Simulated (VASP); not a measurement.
# BaTiO3 in VASP: notebook

The runs below take BaTiO3 through single point, with PBE+U, PBE, PBEsol, r2SCAN.

All numbers are computed with VASP 6.6.1; they aren't measurements. Logs are shortened: lines on timing, memory, paths and dates and some standing lists are left out, and cuts for length are marked.

## (1) The cell of the first run

It takes space group Pm-3m (No. 221, cubic). The conventional cell has a = 4.006 Å, b = 4.006 Å, c = 4.006 Å, α = 90.00°, β = 90.00°, γ = 90.00°. Ba (site symmetry m-3m) has 12 O at 2.83 Å and 8 Ti at 3.47 Å within 3.7 Å. Within 2.7 Å of Ti (site symmetry m-3m) lie 6 O at 2.00 Å. Within 2.7 Å of O (site symmetry 4/mmm) lie 2 Ti at 2.00 Å.

## (2) Single point, PBE+U

INCAR reads:

```
SYSTEM = BaTiO3
PREC = Accurate
ENCUT = 520
EDIFF = 1E-6
ISMEAR = 1
SIGMA = 0.1
LREAL = .False.
LASPH = .True.
NELM = 150
ALGO = Normal
ISIF = 2
LWAVE = .False.
LCHARG = .False.
LMAXMIX = 4
LDAU = .True.
LDAUTYPE = 2
LDAUL = -1 2 -1
LDAUU = 0 6 0
LDAUJ = 0 0 0
LDAUPRINT = 1
GGA = PE
NBANDS = 28
```

KPOINTS reads:

```
regular mesh
0
Gamma
  6 6 6
  0 0 0
```

POSCAR reads:

```
BaTiO3
1.0
    4.0060000000      0.0000000000      0.0000000000
    0.0000000000      4.0060000000      0.0000000000
    0.0000000000      0.0000000000      4.0060000000
Ba Ti O
1 1 3
Direct
    0.5000000000      0.5000000000      0.5000000000
    0.0000000000      0.0000000000      0.0000000000
    0.0000000000      0.0000000000      0.5000000000
    0.0000000000      0.5000000000      0.0000000000
    0.5000000000      0.0000000000      0.0000000000
```

Potentials or basis: VASP PAW PBE potentials, release 64 (Ba_sv, Ti_sv, O).

Launch:

```sh
$ cat potpaw_PBE.64/Ba_sv/POTCAR potpaw_PBE.64/Ti_sv/POTCAR potpaw_PBE.64/O/POTCAR > POTCAR
$ mpirun -np 1 vasp_std > vasp.out
```

OUTCAR:

```text
SYSTEM = BaTiO3
   PREC = Accurate
   ENCUT = 520
   EDIFF = 1E-6
   ISMEAR = 1
   LREAL = .False.
   LASPH = .True.
   NELM = 150
   ISIF = 2
   GGA = PE

 ion  position               nearest neighbor table
   1  0.500  0.500  0.500-   3 2.83   4 2.83   5 2.83   4 2.83   5 2.83   3 2.83   5 2.83   5 2.83
                             3 2.83   4 2.83   4 2.83   3 2.83   2 3.47   2 3.47   2 3.47   2 3.47
   2  0.000  0.000  0.000-   3 2.00   4 2.00   5 2.00   3 2.00   4 2.00   5 2.00   1 3.47   1 3.47
                             1 3.47   1 3.47   1 3.47   1 3.47   1 3.47   1 3.47
   3  0.000  0.000  0.500-   2 2.00   2 2.00   1 2.83   1 2.83   1 2.83   1 2.83
   4  0.000  0.500  0.000-   2 2.00   2 2.00   1 2.83   1 2.83   1 2.83   1 2.83
   5  0.500  0.000  0.000-   2 2.00   2 2.00   1 2.83   1 2.83   1 2.83   1 2.83

  LATTYP: Found a simple cubic cell.
 ALAT       =     4.0060000000

  Lattice vectors:

 A1 = (   4.0060000000,   0.0000000000,   0.0000000000)
 A2 = (   0.0000000000,   4.0060000000,   0.0000000000)
 A3 = (   0.0000000000,   0.0000000000,   4.0060000000)

Analysis of symmetry for initial positions (statically):
=====================================================================
 Subroutine PRICEL returns:
 Original cell was already a primitive cell.

 Routine SETGRP: Setting up the symmetry group for a
 simple cubic supercell.

 Subroutine GETGRP returns: Found 48 space group operations
 (whereof 48 operations were pure point group operations)
 out of a pool of 48 trial point group operations.

The static configuration has the point symmetry O_h .

Analysis of symmetry for dynamics (positions and initial velocities):
=====================================================================
 Subroutine PRICEL returns:
 Original cell was already a primitive cell.

 Routine SETGRP: Setting up the symmetry group for a
 simple cubic supercell.

 Subroutine GETGRP returns: Found 48 space group operations
 (whereof 48 operations were pure point group operations)
 out of a pool of 48 trial point group operations.

The dynamic configuration has the point symmetry O_h .

 Subroutine INISYM returns: Found 48 space group operations
 (whereof 48 operations are pure point group operations),
 and found     1 'primitive' translations

----------------------------------------------------------------------------------------

                                     Primitive cell

  volume of cell :      64.2884

  direct lattice vectors                    reciprocal lattice vectors
     4.006000000  0.000000000  0.000000000     0.249625562  0.000000000  0.000000000
     0.000000000  4.006000000  0.000000000     0.000000000  0.249625562  0.000000000
     0.000000000  0.000000000  4.006000000     0.000000000  0.000000000  0.249625562

  length of vectors
     4.006000000  4.006000000  4.006000000     0.249625562  0.249625562  0.249625562

  position of ions in fractional coordinates (direct lattice)
     0.500000000  0.500000000  0.500000000
     0.000000000  0.000000000  0.000000000
     0.000000000  0.000000000  0.500000000
     0.000000000  0.500000000  0.000000000
     0.500000000  0.000000000  0.000000000

  ion indices of the primitive-cell ions
   primitive index   ion index
                 1           1
                 2           2
                 3           3
                 4           4
                 5           5

[... 53 lines left out ...]
   ions per type =               1   1   3
   NGX,Y,Z   is equivalent  to a cutoff of  12.45, 12.45, 12.45 a.u.
   NGXF,Y,Z  is equivalent  to a cutoff of  24.90, 24.90, 24.90 a.u.
 SYSTEM =  BaTiO3
   PREC   = accura    normal or accurate (medium, high low for compatibility)
   ISTART =      0    job   : 0-new  1-cont  2-samecut
   ICHARG =      2    charge: 1-file 2-atom 10-const
   ISPIN  =      1    spin polarized calculation?
   LNONCOLLINEAR =      F non collinear calculations
   LSORBIT =      F    spin-orbit coupling
   LASPH  =      T    aspherical Exc in radial PAW
   ENCUT  =  520.0 eV  38.22 Ry    6.18 a.u.   7.45  7.45  7.45*2*pi/ulx,y,z
   NELM   =    150;   NELMIN=  2; NELMDL= -5     # of ELM steps
   EDIFF  = 0.1E-05   stopping-criterion for ELM
   LREAL  =      F    real-space projection
   EDIFFG = 0.1E-04   stopping-criterion for IOM
   NSW    =      0    number of steps for IOM
   IBRION =     -1    ionic relax: 0-MD 1-quasi-New 2-CG
   NFREE  =      0    steps in history (QN), initial steepest desc. (CG)
   ISIF   =      2    stress and relaxation
   ISYM   =      2    0-nonsym 1-usesym 2-fastsym
   POTIM  = 0.5000    time-step for ionic-motion
   TEBEG  =    0.0;   TEEND  =   0.0 temperature during run
   PSTRESS=    0.0 pullay stress
   NELECT =      40.0000    total number of electrons
   NUPDOWN=      -1.0000    fix difference up-down
   EMIN   =  10.00;   EMAX   =-10.00  energy-range for DOS
   EFERMI =   0.00;   METHOD = LEGACY
   ISMEAR =     1;   SIGMA  =   0.10  broadening in eV -4-tet -1-fermi 0-gaus
   EFERMI_NEDOS =   21; number of points for ismear=-14 and -15
   IALGO  =     38    algorithm
   IMIX   =      4    mixing-type and parameters
     AMIX     =   0.40;   BMIX     =  1.00
     AMIX_MAG =   1.60;   BMIX_MAG =  1.00
  volume/ion in A,a.u.               =      12.86        86.77
  Fermi-wavevector in a.u.,A,eV,Ry     =   1.397603  2.641087 26.576187  1.953295
  Thomas-Fermi vector in A             =   2.520843
   LORBIT       =      0    0 simple, 1 ext, 2 COOP (PROOUT), +10 PAW based schemes
 LDA+U is selected, type is set to LDAUTYPE =  2
   angular momentum for each species LDAUL =    -1    2   -1
   U (eV)           for each species LDAUU =   0.0  6.0  0.0
   J (eV)           for each species LDAUJ =   0.0  0.0  0.0
   GGA     = PE    functional components
   LHFCALC =     F    Hartree Fock is set to
   AEXX    =    0.0000 exact exchange contribution
   IVDW    =     0    specifies the selected vdW correction
   LEPSILON=     F    determine dielectric tensor
   LRPA    =     F    only Hartree local field effects (RPA)
 non-spin polarized calculation
 Methfessel and Paxton  Order N= 1 SIGMA  =   0.10
  energy-cutoff  :      520.00
  volume of cell :       64.29
 maximum number of plane-waves:      1755
 NGX is ok and might be reduce to    30
   NGX = 15   NGY = 15   NGZ = 15

atom =   2  type =  2  l = 2

 onsite density matrix

spin component  1

  0.0942 -0.0000 -0.0000  0.0000 -0.0000
 -0.0000  0.0942  0.0000  0.0000 -0.0000
 -0.0000  0.0000  0.2323 -0.0000  0.0000
  0.0000  0.0000 -0.0000  0.0942  0.0000
 -0.0000 -0.0000  0.0000  0.0000  0.2323

spin component  2

  0.0942 -0.0000 -0.0000  0.0000 -0.0000
 -0.0000  0.0942  0.0000  0.0000 -0.0000
 -0.0000  0.0000  0.2323 -0.0000  0.0000
  0.0000  0.0000 -0.0000  0.0942  0.0000
 -0.0000 -0.0000  0.0000  0.0000  0.2323

 occupancies and eigenvectors

  o =  0.0942  v =  0.0000 -0.5761  0.0000 -0.8174 -0.0000  0.0000  0.0000  0.0000  0.0000  0.0000      0.0000  0.0000  0.0000  0.0000  0.0000  0.0000  0.0000  0.0000  0.0000  0.0000
  o =  0.0942  v =  0.0000  0.0000  0.0000  0.0000  0.0000  0.0000 -0.5761  0.0000 -0.8174 -0.0000      0.0000  0.0000  0.0000  0.0000  0.0000  0.0000  0.0000  0.0000  0.0000  0.0000
  o =  0.0942  v =  0.0000  0.8174 -0.0000 -0.5761 -0.0000  0.0000  0.0000  0.0000  0.0000  0.0000      0.0000  0.0000  0.0000  0.0000  0.0000  0.0000  0.0000  0.0000  0.0000  0.0000
  o =  0.0942  v =  0.0000  0.0000  0.0000  0.0000  0.0000  0.0000  0.8174 -0.0000 -0.5761 -0.0000      0.0000  0.0000  0.0000  0.0000  0.0000  0.0000  0.0000  0.0000  0.0000  0.0000
  o =  0.0942  v =  1.0000  0.0000  0.0000  0.0000  0.0000  0.0000  0.0000  0.0000  0.0000  0.0000      0.0000  0.0000  0.0000  0.0000  0.0000  0.0000  0.0000  0.0000  0.0000  0.0000
  o =  0.0942  v =  0.0000  0.0000  0.0000  0.0000  0.0000  1.0000  0.0000  0.0000  0.0000  0.0000      0.0000  0.0000  0.0000  0.0000  0.0000  0.0000  0.0000  0.0000  0.0000  0.0000
  o =  0.2323  v =  0.0000  0.0000  0.0000  0.0000  0.0000  0.0000 -0.0000  0.0003  0.0000 -1.0000      0.0000  0.0000  0.0000  0.0000  0.0000  0.0000  0.0000  0.0000  0.0000  0.0000
  o =  0.2323  v =  0.0000 -0.0000  0.0003  0.0000 -1.0000  0.0000  0.0000  0.0000  0.0000  0.0000      0.0000  0.0000  0.0000  0.0000  0.0000  0.0000  0.0000  0.0000  0.0000  0.0000
  o =  0.2323  v =  0.0000  0.0000  0.0000  0.0000  0.0000  0.0000 -0.0000  1.0000  0.0000  0.0003      0.0000  0.0000  0.0000  0.0000  0.0000  0.0000  0.0000  0.0000  0.0000  0.0000
  o =  0.2323  v =  0.0000 -0.0000  1.0000  0.0000  0.0003  0.0000  0.0000  0.0000  0.0000  0.0000      0.0000  0.0000  0.0000  0.0000  0.0000  0.0000  0.0000  0.0000  0.0000  0.0000

 number of electron      39.9999976 magnetization

 Free energy of the ion-electron system (eV)
  ---------------------------------------------------
  ext. energy  EPLUGINS =         0.00000000
  ---------------------------------------------------
  free energy    TOTEN  =       -36.04483927 eV

  energy without entropy =      -36.04540179  energy(sigma->0) =      -36.04502677

 E-fermi :   4.0807     XC(G=0): -11.2575

 val. band max:        4.0225828144   @ k =   0.5000   0.5000   0.5000
 cond. band min:       6.4984183211   @ k =   0.0000   0.0000   0.0000
 fundamental gap:      2.4758355067
 Fermi energy:         4.0807032770

 k-point     1 :       0.0000    0.0000    0.0000
  band No.  band energies     occupation
      1     -54.2798      2.00000
      2     -30.4144      2.00000
      3     -30.4144      2.00000
      4     -30.4144      2.00000
      5     -20.8058      2.00000
      6     -12.9558      2.00000
[... 609 lines left out ...]
     27      11.6346      0.00000
     28      11.6346      0.00000

------------------------ aborting loop because EDIFF is reached ----------------------------------------

  FORCE on cell =-STRESS in cart. coord.  units (eV):
  Direction    XX          YY          ZZ          XY          YZ          ZX
  --------------------------------------------------------------------------------------
  -------------------------------------------------------------------------------------
  Total        3.2773495      3.2773495      3.2773495     -0.0000000      0.0000000     -0.0000000
  in kB       81.6771369     81.6771369     81.6771369     -0.0000000      0.0000000     -0.0000000
  external PRESSURE =      81.6771369 kB  Pullay stress =       0.0000000 kB

 VOLUME and BASIS-vectors are now :
 -----------------------------------------------------------------------------
  energy-cutoff  :      520.00
  volume of cell :       64.29
      direct lattice vectors                 reciprocal lattice vectors
     4.006000000  0.000000000  0.000000000     0.249625562  0.000000000  0.000000000
     0.000000000  4.006000000  0.000000000     0.000000000  0.249625562  0.000000000
     0.000000000  0.000000000  4.006000000     0.000000000  0.000000000  0.249625562

 POSITION                                       TOTAL-FORCE (eV/Angst)
 -----------------------------------------------------------------------------------
      2.00300      2.00300      2.00300         0.000000      0.000000      0.000000
      0.00000      0.00000      0.00000         0.000000      0.000000      0.000000
      0.00000      0.00000      2.00300         0.000000      0.000000      0.000000
      0.00000      2.00300      0.00000         0.000000      0.000000      0.000000
      2.00300      0.00000      0.00000         0.000000      0.000000      0.000000
 -----------------------------------------------------------------------------------
    total drift:                               -0.000000     -0.000000      0.000000

  FREE ENERGIE OF THE ION-ELECTRON SYSTEM (eV)
  ---------------------------------------------------
  free  energy   TOTEN  =       -36.0448392697 eV

  energy  without entropy=      -36.0454017851  energy(sigma->0) =      -36.04502677
```

Wall time 38 s (1 thread of AMD EPYC 9R45 (Zen 5), shared host); peak memory 0.16 GiB.

What came out:

```yaml
Free_energy: -36.0448 eV
Pressure: 8.2 GPa
Band_gap_on_the_k_mesh: 2.48 eV, indirect (least direct gap 2.69 eV)
```

Eigenvalues of the final occupation matrices:
| site | spin | trace | eigenvalues |
| --- | --- | --- | --- |
| site 2 d | 1 | 0.75 | 0.09 0.09 0.09 0.23 0.23 |
| site 2 d | 2 | 0.75 | 0.09 0.09 0.09 0.23 0.23 |

Caveat: spin-orbit coupling is left out, which moves the levels of the heavy elements. A k mesh can miss the band edges.

## (3) Single point, PBE

INCAR reads:

```
ALGO = Normal ; EDIFF = 1E-6
ENCUT = 520 ; GGA = PE
ISIF = 2 ; ISMEAR = 0
LASPH = True ; LCHARG = False
LREAL = False ; LWAVE = False
NBANDS = 28 ; NELM = 100
PREC = Accurate ; SIGMA = 0.1
```

KPOINTS reads:

```
k-points
0
Gamma
  6 6 6
```

POSCAR reads:

```
BaTiO3
1.0
    4.0060000000      0.0000000000      0.0000000000
    0.0000000000      4.0060000000      0.0000000000
    0.0000000000      0.0000000000      4.0060000000
Ba Ti O
1 1 3
Direct
    0.4995820000      0.4932190000      0.5062780000
    0.0000700000     -0.0020440000     -0.0109340000
    0.0033810000      0.0076360000      0.4931720000
    0.0002570000      0.4939700000      0.0067890000
    0.5026220000     -0.0065370000      0.0085460000
```

Potentials or basis: VASP PAW PBE potentials, release 64 (Ba_sv, Ti_sv, O).

Launch:

```sh
$ cat potpaw_PBE.64/Ba_sv/POTCAR potpaw_PBE.64/Ti_sv/POTCAR potpaw_PBE.64/O/POTCAR > POTCAR
$ mpirun -np 1 vasp_std > vasp.out
```

Run time: 2.9 min. Hardware: 1 thread of AMD EPYC 9R45 (Zen 5), shared host; peak memory 0.28 GiB.

It converged, with:

```
Free energy            : -39.9342 eV
Pressure               : 3.5 GPa
Largest force          : 0.744 eV/Å
Band gap on the k mesh : 1.74 eV, indirect (least direct gap 1.90 eV)
```

Forces on the atoms (eV/Å):
```
Ba   0.039  0.126 -0.288
Ti  -0.053  0.033  0.238
O   -0.029 -0.297  0.681
O    0.033  0.154 -0.299
O    0.011 -0.016 -0.333
```

Stress tensor (GPa, compression positive):
```
 3.51  0.02  0.03
 0.02  3.54 -0.03
 0.03 -0.03  3.32
```

Levels at points of the mesh, in eV from the valence-band top:
```csv
k point,band 18,band 19,band 20,band 21,band 22,band 23
"(0.00, 0.00, 0.00)",-0.18,-0.18,-0.16,1.74,1.78,1.79
"(0.50, 0.00, 0.00)",-1.81,-0.75,-0.71,1.94,3.45,3.46
"(0.00, 0.50, 0.00)",-1.81,-0.75,-0.72,1.94,3.46,3.46
"(0.00, 0.00, 0.50)",-1.73,-0.71,-0.71,1.89,3.46,3.47
"(0.50, 0.50, 0.00)",-0.88,-0.88,-0.09,3.46,3.47,3.88
"(0.00, 0.50, 0.50)",-0.88,-0.87,-0.09,3.47,3.49,3.88
"(0.50, 0.00, 0.50)",-0.88,-0.87,-0.10,3.47,3.48,3.88
"(0.50, 0.50, 0.50)",-0.01,0.00,0.00,4.11,4.11,4.12
```

Caveat: spin-orbit coupling is left out, which moves the levels of the heavy elements.

## (4) Single point, PBE

INCAR reads:

```
SYSTEM = BaTiO3
PREC = Accurate
ENCUT = 520
EDIFF = 1E-6
ISMEAR = 0
SIGMA = 0.1
LREAL = .False.
LASPH = .True.
NELM = 80
ALGO = Normal
ISIF = 2
LWAVE = .False.
LCHARG = .True.
GGA = PE
LELF = .True.
LVHAR = .True.
NBANDS = 28
```

KPOINTS reads:

```
Automatic mesh
0
Gamma
  8 8 8
  0 0 0
```

POSCAR is that of step 3.

Launch:

```sh
$ cat potpaw_PBE.64/Ba_sv/POTCAR potpaw_PBE.64/Ti_sv/POTCAR potpaw_PBE.64/O/POTCAR > POTCAR
$ mpirun -np 1 vasp_std > vasp.out
```

Run time: 6.3 min. Hardware: 1 thread of AMD EPYC 9R45 (Zen 5), shared host; peak memory 0.48 GiB.

The run converged. Its results:

```
Free energy            : -39.9347 eV
Pressure               : 3.5 GPa
Largest force          : 0.743 eV/Å
Band gap on the k mesh : 1.74 eV, indirect (least direct gap 1.90 eV)
```

Forces in eV/Å, atoms in the order of the input:
```
Ba   0.039  0.126 -0.288
Ti  -0.052  0.033  0.243
O   -0.030 -0.298  0.680
O    0.033  0.154 -0.301
O    0.010 -0.015 -0.335
```

Stress tensor (GPa, compression positive):
```
 3.51  0.02  0.03
 0.02  3.54 -0.03
 0.03 -0.03  3.32
```

Levels at points of the mesh, in eV from the valence-band top:
```csv
k point,band 18,band 19,band 20,band 21,band 22,band 23
"(0.00, 0.00, 0.00)",-0.18,-0.17,-0.16,1.74,1.78,1.79
"(0.50, 0.00, 0.00)",-1.81,-0.75,-0.72,1.94,3.45,3.46
"(0.00, 0.50, 0.00)",-1.81,-0.75,-0.72,1.94,3.46,3.46
"(0.00, 0.00, 0.50)",-1.73,-0.71,-0.71,1.90,3.46,3.47
"(0.50, 0.50, 0.00)",-0.88,-0.88,-0.09,3.46,3.47,3.88
"(0.00, 0.50, 0.50)",-0.88,-0.87,-0.09,3.47,3.49,3.88
"(0.50, 0.00, 0.50)",-0.88,-0.87,-0.10,3.47,3.48,3.88
"(0.50, 0.50, 0.50)",-0.01,0.00,0.00,4.11,4.11,4.12
```

Caveat: spin-orbit coupling is left out, which moves the levels of the heavy elements.

## (5) Single point, PBEsol

This run uses another cell than the first one, of 12.51 Å³/atom, 0.973 times its volume.

INCAR reads:

```
SYSTEM = BaTiO3
  ALGO = Normal
  EDIFF = 1E-6
  ENCUT = 520
  GGA = PS
  ISIF = 2
  ISMEAR = -1
  LASPH = .TRUE.
  LCHARG = .TRUE.
  LELF = .TRUE.
  LREAL = .FALSE.
  LVHAR = .TRUE.
  LWAVE = .FALSE.
  NBANDS = 28
  NELM = 80
  PREC = Accurate
  SIGMA = 0.05
```

KPOINTS reads:

```
k-points
0
G
  7 7 7
  0 0 0
```

POSCAR reads:

```
BaTiO3
1.0
    3.9698719593      0.0000000000      0.0000000000
    0.0000000000      3.9698719593      0.0000000000
    0.0000000000      0.0000000000      3.9698719593
Ba Ti O
1 1 3
Direct
    0.5000000000      0.5000000000      0.5000000000
    0.0000000000      0.0000000000      0.0000000000
    0.0000000000      0.0000000000      0.5000000000
    0.0000000000      0.5000000000      0.0000000000
    0.5000000000      0.0000000000      0.0000000000
```

Launch:

```sh
$ cat potpaw_PBE.64/Ba_sv/POTCAR potpaw_PBE.64/Ti_sv/POTCAR potpaw_PBE.64/O/POTCAR > POTCAR
$ mpirun -np 1 vasp_std > vasp.out
```

Run time: 35 s. Hardware: 1 thread of AMD EPYC 7R13 (Zen 3), shared host; peak memory 0.16 GiB.

It converged, with:

| Property | Result |
| --- | --- |
| Free energy | -41.9768 eV |
| Pressure | 2.0 GPa |
| Band gap on the k mesh | 1.81 eV, indirect (least direct gap 1.86 eV) |

Levels at points of the mesh, in eV from the valence-band top:
| k point | band 17 | band 18 | band 19 | band 20 | band 21 | band 22 | band 23 | band 24 |
| --- | --- | --- | --- | --- | --- | --- | --- | --- |
| (0.00, 0.00, 0.00) | -1.09 | -0.06 | -0.06 | -0.06 | 1.81 | 1.81 | 1.81 | 4.17 |

Caveat: the PAW data sets were made with another functional, which shifts forces and pressure a little; spin-orbit coupling is left out, which moves the levels of the heavy elements. A hybrid or GW would open this gap; PBEsol tends to underestimate it.

(Continued in part 2 of 2.)
